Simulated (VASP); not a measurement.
# As (R-3m) in VASP: further runs

As is run at these levels: PBEsol; tasks: relaxation of shape and atoms at fixed volume.

All numbers are computed with VASP 6.6.1; they aren't measurements. Logs are shortened: lines on timing, memory, paths and dates and some standing lists are left out, and cuts for length are marked.

## Step 1: The cell of the first run

It takes space group R-3m (No. 166, trigonal). The conventional cell has a = 3.745 Å, b = 3.745 Å, c = 9.988 Å, α = 90.00°, β = 90.00°, γ = 120.00°. As (site symmetry 3m) has 6 As at 2.51 to 2.99 Å within 3.3 Å.

## Step 2: Relaxation of shape and atoms at fixed volume, PBEsol (20.21 Å³/atom)

INCAR

```
SYSTEM = As
ALGO = Normal
EDIFF = 1E-7
EDIFFG = -0.01
ENCUT = 600
GGA = PS
IBRION = 2
ISIF = 4
ISMEAR = 0
LASPH = .TRUE.
LCHARG = .FALSE.
LREAL = .FALSE.
LWAVE = .FALSE.
NELM = 100
NSW = 50
PREC = Accurate
SIGMA = 0.1
```

KPOINTS

```
k-points
0
G
  12 12 12
  0 0 0
```

POSCAR

```
As
1.0
    1.8723087292      1.0809779488      3.3292408944
   -1.8723087292      1.0809779488      3.3292408944
    0.0000000000     -2.1619558977      3.3292408944
As
2
Direct
    0.7698083082      0.7698083082      0.7698083082
    0.2301916918      0.2301916918      0.2301916918
```

Potentials or basis: VASP PAW PBE potentials, release 64 (As).

Started as:

```
cat potpaw_PBE.64/As/POTCAR > POTCAR
mpirun -np 1 vasp_std > vasp.out
```

OUTCAR:

```text
SYSTEM = As
   EDIFF = 1E-7
   EDIFFG = -0.01
   ENCUT = 600
   GGA = PS
   IBRION = 2
   ISIF = 4
   ISMEAR = 0
   LASPH = .TRUE.
   LREAL = .FALSE.
   NELM = 100
   NSW = 50
   PREC = Accurate

 ion  position               nearest neighbor table
   1  0.770  0.770  0.770-   2 2.51   2 2.51   2 2.51
   2  0.230  0.230  0.230-   1 2.51   1 2.51   1 2.51

  LATTYP: Found a trigonal (rhomboedric) cell.
 ALAT       =     3.9696219261
 COS(alpha) =     0.5550751852

  Lattice vectors:

 A1 = (   1.8723087292,   1.0809779488,   3.3292408944)
 A2 = (  -1.8723087292,   1.0809779488,   3.3292408944)
 A3 = (   0.0000000000,  -2.1619558977,   3.3292408944)

Analysis of symmetry for initial positions (statically):
=====================================================================
 Subroutine PRICEL returns:
 Original cell was already a primitive cell.

 Routine SETGRP: Setting up the symmetry group for a
 trigonal (rhombohedral) supercell.

 Subroutine GETGRP returns: Found 12 space group operations
 (whereof 12 operations were pure point group operations)
 out of a pool of 12 trial point group operations.

The static configuration has the point symmetry D_3d.

Analysis of symmetry for dynamics (positions and initial velocities):
=====================================================================
 Subroutine PRICEL returns:
 Original cell was already a primitive cell.

 Routine SETGRP: Setting up the symmetry group for a
 trigonal (rhombohedral) supercell.

 Subroutine GETGRP returns: Found 12 space group operations
 (whereof 12 operations were pure point group operations)
 out of a pool of 12 trial point group operations.

The dynamic configuration has the point symmetry D_3d.

 Subroutine INISYM returns: Found 12 space group operations
 (whereof 12 operations are pure point group operations),
 and found     1 'primitive' translations

----------------------------------------------------------------------------------------

                                     Primitive cell

  volume of cell :      40.4288

  direct lattice vectors                    reciprocal lattice vectors
     1.872308729  1.080977949  3.329240894     0.267049975  0.154181375  0.100122924
    -1.872308729  1.080977949  3.329240894    -0.267049975  0.154181375  0.100122924
     0.000000000 -2.161955898  3.329240894     0.000000000 -0.308362750  0.100122924

  length of vectors
     3.969621926  3.969621926  3.969621926     0.324210095  0.324210095  0.324210095

  position of ions in fractional coordinates (direct lattice)
     0.769808308  0.769808308  0.769808308
     0.230191692  0.230191692  0.230191692

  ion indices of the primitive-cell ions
   primitive index   ion index
                 1           1
                 2           2

----------------------------------------------------------------------------------------

 KPOINTS: k-points

Automatic generation of k-mesh.
 Grid dimensions read from file:
 generate k-points for:   12   12   12

 Generating k-lattice:

  Cartesian coordinates                     Fractional coordinates (reciprocal lattice)
     0.022254165  0.012848448  0.008343577     0.083333333 -0.000000000  0.000000000
    -0.022254165  0.012848448  0.008343577    -0.000000000  0.083333333  0.000000000
     0.000000000 -0.025696896  0.008343577     0.000000000  0.000000000  0.083333333

  Length of vectors
     0.027017508  0.027017508  0.027017508

  Shift w.r.t. Gamma in fractional coordinates (k-lattice)
     0.000000000  0.000000000  0.000000000

 Subroutine IBZKPT returns following result:
 ===========================================

 Found    189 irreducible k-points:

 Following reciprocal coordinates:
            Coordinates               Weight
  0.000000  0.000000  0.000000      1.000000
  0.083333  0.000000  0.000000      6.000000
  0.166667  0.000000  0.000000      6.000000
  0.250000  0.000000  0.000000      6.000000
  0.333333  0.000000  0.000000      6.000000
  0.416667  0.000000  0.000000      6.000000
[... 16 lines left out ...]
  0.500000  0.166667  0.000000     12.000000
 -0.416667  0.166667 -0.000000     12.000000
 [... further k-points ...]
   k-points           NKPTS =    189   k-points in BZ     NKDIM =    189   number of bands    NBANDS=      9
   number of dos      NEDOS =    301   number of ions     NIONS =      2
   total plane-waves  NPLWV =  32768
   dimension x,y,z NGX =    32 NGY =   32 NGZ =   32
   dimension x,y,z NGXF=    64 NGYF=   64 NGZF=   64
   ions per type =               2
   NGX,Y,Z   is equivalent  to a cutoff of  13.40, 13.40, 13.40 a.u.
   NGXF,Y,Z  is equivalent  to a cutoff of  26.80, 26.80, 26.80 a.u.
 SYSTEM =  As
   PREC   = accura    normal or accurate (medium, high low for compatibility)
   ISTART =      0    job   : 0-new  1-cont  2-samecut
   ICHARG =      2    charge: 1-file 2-atom 10-const
   ISPIN  =      1    spin polarized calculation?
   LNONCOLLINEAR =      F non collinear calculations
   LSORBIT =      F    spin-orbit coupling
   LASPH  =      T    aspherical Exc in radial PAW
   ENCUT  =  600.0 eV  44.10 Ry    6.64 a.u.   7.93  7.93  7.93*2*pi/ulx,y,z
   NELM   =    100;   NELMIN=  2; NELMDL= -5     # of ELM steps
   EDIFF  = 0.1E-06   stopping-criterion for ELM
   LREAL  =      F    real-space projection
   EDIFFG = -.1E-01   stopping-criterion for IOM
   NSW    =     50    number of steps for IOM
   IBRION =      2    ionic relax: 0-MD 1-quasi-New 2-CG
   NFREE  =      1    steps in history (QN), initial steepest desc. (CG)
   ISIF   =      4    stress and relaxation
   ISYM   =      2    0-nonsym 1-usesym 2-fastsym
   POTIM  = 0.5000    time-step for ionic-motion
   TEBEG  =    0.0;   TEEND  =   0.0 temperature during run
   PSTRESS=    0.0 pullay stress
   NELECT =      10.0000    total number of electrons
   NUPDOWN=      -1.0000    fix difference up-down
   EMIN   =  10.00;   EMAX   =-10.00  energy-range for DOS
   EFERMI =   0.00;   METHOD = LEGACY
   ISMEAR =     0;   SIGMA  =   0.10  broadening in eV -4-tet -1-fermi 0-gaus
   EFERMI_NEDOS =   21; number of points for ismear=-14 and -15
   IALGO  =     38    algorithm
   IMIX   =      4    mixing-type and parameters
     AMIX     =   0.40;   BMIX     =  1.00
     AMIX_MAG =   1.60;   BMIX_MAG =  1.00
  volume/ion in A,a.u.               =      20.21       136.41
  Fermi-wavevector in a.u.,A,eV,Ry     =   1.027648  1.941974 14.368587  1.056061
  Thomas-Fermi vector in A             =   2.161604
   LORBIT       =      0    0 simple, 1 ext, 2 COOP (PROOUT), +10 PAW based schemes
   GGA     = PS    functional components
   LHFCALC =     F    Hartree Fock is set to
   AEXX    =    0.0000 exact exchange contribution
   IVDW    =     0    specifies the selected vdW correction
   LEPSILON=     F    determine dielectric tensor
   LRPA    =     F    only Hartree local field effects (RPA)
 conjugate gradient relaxation of ions
 non-spin polarized calculation
 Gauss-broadening in eV      SIGMA  =   0.10
  energy-cutoff  :      600.00
  volume of cell :       40.43
 maximum number of plane-waves:      1394
   NGX = 15   NGY = 15   NGZ = 15

--------------------------------------- Ionic step        1  -------------------------------------------

 number of electron      10.0000000 magnetization

 Free energy of the ion-electron system (eV)
  ---------------------------------------------------
  ext. energy  EPLUGINS =         0.00000000
  ---------------------------------------------------
  free energy    TOTEN  =       -10.20465176 eV

  energy without entropy =      -10.20430929  energy(sigma->0) =      -10.20448052

------------------------ aborting loop because EDIFF is reached ----------------------------------------

  FORCE on cell =-STRESS in cart. coord.  units (eV):
  Direction    XX          YY          ZZ          XY          YZ          ZX
  --------------------------------------------------------------------------------------
  -------------------------------------------------------------------------------------
  Total        0.8573366      0.8573366      0.6379377      0.0000000     -0.0000000     -0.0000000
  in kB       33.9759156     33.9759156     25.2812214      0.0000000     -0.0000000     -0.0000000
  external PRESSURE =      31.0776842 kB  Pullay stress =       0.0000000 kB

 VOLUME and BASIS-vectors are now :
 -----------------------------------------------------------------------------
  energy-cutoff  :      600.00
  volume of cell :       40.43
      direct lattice vectors                 reciprocal lattice vectors
     1.872308729  1.080977949  3.329240894     0.267049975  0.154181375  0.100122924
    -1.872308729  1.080977949  3.329240894    -0.267049975  0.154181375  0.100122924
     0.000000000 -2.161955898  3.329240894     0.000000000 -0.308362750  0.100122924
[... 109 lines left out ...]
 POSITION                                       TOTAL-FORCE (eV/Angst)
 -----------------------------------------------------------------------------------
      0.00000     -0.00000      7.59528         0.000000     -0.000000      0.013545
      0.00000     -0.00000      2.29552         0.000000      0.000000     -0.013545
 -----------------------------------------------------------------------------------
    total drift:                               -0.000000      0.000000     -0.000000

  FREE ENERGIE OF THE ION-ELECTRON SYSTEM (eV)
  ---------------------------------------------------
  free  energy   TOTEN  =       -10.2103307591 eV

  energy  without entropy=      -10.2099312256  energy(sigma->0) =      -10.21013099

--------------------------------------- Ionic step        5  -------------------------------------------

 number of electron      10.0000000 magnetization

 Free energy of the ion-electron system (eV)
  ---------------------------------------------------
  ext. energy  EPLUGINS =         0.00000000
  ---------------------------------------------------
  free energy    TOTEN  =       -10.21042740 eV

  energy without entropy =      -10.21003357  energy(sigma->0) =      -10.21023048

 E-fermi :   5.9913     XC(G=0): -10.4161

 val. band max:        5.8223231433   @ k =   0.4167   0.3333   0.3333
 cond. band min:       6.0405447535   @ k =   0.4167   0.0833   0.0833
 fundamental gap:      0.2182216102
 Fermi energy:         5.9912809036

 k-point     1 :       0.0000    0.0000    0.0000
  band No.  band energies     occupation
      1      -9.4013      2.00000
      2       0.6213      2.00000
      3       3.5988      2.00000
      4       3.8302      2.00000
      5       3.8302      2.00000
      6       8.3048      0.00000
      7       9.2407      0.00000
      8       9.2407      0.00000
      9      12.2450      0.00000

 k-point     2 :       0.0833    0.0000    0.0000
  band No.  band energies     occupation
      1      -9.3049      2.00000
      2       0.1606      2.00000
      3       3.6171      2.00000
      4       3.7920      2.00000
      5       3.9930      2.00000
      6       8.3301      0.00000
      7       9.0112      0.00000
      8       9.0405      0.00000
      9      11.8034      0.00000
[... 253 lines left out ...]
 k-point    24 :      -0.4167    0.1667   -0.0000
  band No.  band energies     occupation
      1      -6.2289      2.00000
      2      -5.2959      2.00000
      3       1.3114      2.00000
      4       3.1853      2.00000
      5       3.8967      2.00000
      6       7.1015      0.00000
      7       7.5336      0.00000
      8       9.6717      0.00000
      9      14.0976      0.00000

 [... further k-points ...]

------------------------ aborting loop because EDIFF is reached ----------------------------------------

  FORCE on cell =-STRESS in cart. coord.  units (eV):
  Direction    XX          YY          ZZ          XY          YZ          ZX
  --------------------------------------------------------------------------------------
  -------------------------------------------------------------------------------------
  Total        0.4898250      0.4898250      0.4908585      0.0000000     -0.0000000      0.0000000
  in kB       19.4115761     19.4115761     19.4525303      0.0000000     -0.0000000      0.0000000
  external PRESSURE =      19.4252275 kB  Pullay stress =       0.0000000 kB

 VOLUME and BASIS-vectors are now :
 -----------------------------------------------------------------------------
  energy-cutoff  :      600.00
  volume of cell :       40.43
      direct lattice vectors                 reciprocal lattice vectors
     1.883848851  1.087640641  3.288577155     0.265414075  0.153236888  0.101360959
    -1.883848851  1.087640641  3.288577155    -0.265414075  0.153236888  0.101360959
     0.000000000 -2.175281283  3.288577155     0.000000000 -0.306473775  0.101360959

 POSITION                                       TOTAL-FORCE (eV/Angst)
 -----------------------------------------------------------------------------------
      0.00000     -0.00000      7.57611         0.000000     -0.000000      0.001725
      0.00000     -0.00000      2.28962         0.000000      0.000000     -0.001725
 -----------------------------------------------------------------------------------
    total drift:                               -0.000000      0.000000      0.000000

  FREE ENERGIE OF THE ION-ELECTRON SYSTEM (eV)
  ---------------------------------------------------
  free  energy   TOTEN  =       -10.2104273982 eV

  energy  without entropy=      -10.2100335661  energy(sigma->0) =      -10.21023048

 reached required accuracy - stopping structural energy minimisation
```

Wall time 86 s (1 thread of AMD EPYC 9R45 (Zen 5), shared host); peak memory 0.21 GiB.

Results:

| Property | Result |
| --- | --- |
| Free energy | -10.2104 eV |
| Energy gained by relaxing | 2.9 meV/atom |
| Ionic steps | 5 |
| Pressure after relaxing | 1.9 GPa |
| Band gap on the k mesh | zero (bands 5 and 6 overlap by 0.42 eV) |

The path:
```tsv
step	energy change (eV)	largest force (eV/Å)	pressure (GPa)	volume (Å³)
1	0.0000	0.2463	3.11	40.43
2	-0.0044	0.0679	2.45	40.43
3	-0.0051	0.0329	2.07	40.43
4	-0.0057	0.0135	1.99	40.43
5	-0.0058	0.0017	1.94	40.43
```

Final structure:
```xyz
2
Lattice="1.8838 1.0876 3.2886 -1.8838 1.0876 3.2886 0.0000 -2.1753 3.2886" Properties=species:S:1:pos:R:3 pbc="T T T"
As    0.0000    0.0000    7.5761
As    0.0000    0.0000    2.2896
```

Levels at points of the mesh, in eV from the Fermi level:
| k point | band 2 | band 3 | band 4 | band 5 | band 6 | band 7 | band 8 | band 9 |
| --- | --- | --- | --- | --- | --- | --- | --- | --- |
| (0.00, 0.00, 0.00) | -5.37 | -2.39 | -2.16 | -2.16 | 2.31 | 3.25 | 3.25 | 6.25 |
| (0.50, 0.00, 0.00) | -11.51 | -2.53 | -2.29 | -0.33 | -0.33 | 0.22 | 0.64 | 9.59 |
| (0.50, 0.50, 0.00) | -9.50 | -6.65 | -4.54 | -4.49 | 1.50 | 5.93 | 6.75 | 8.05 |
| (0.50, 0.50, 0.50) | -10.67 | -1.75 | -1.75 | -0.66 | 0.15 | 0.15 | 1.45 | 8.68 |

Caveat: the PAW data sets were made with another functional, which shifts forces and pressure a little.

(Continued in part 2 of 2.)

The gap in the log of VASP goes by the Fermi energy; the results here count the filled bands.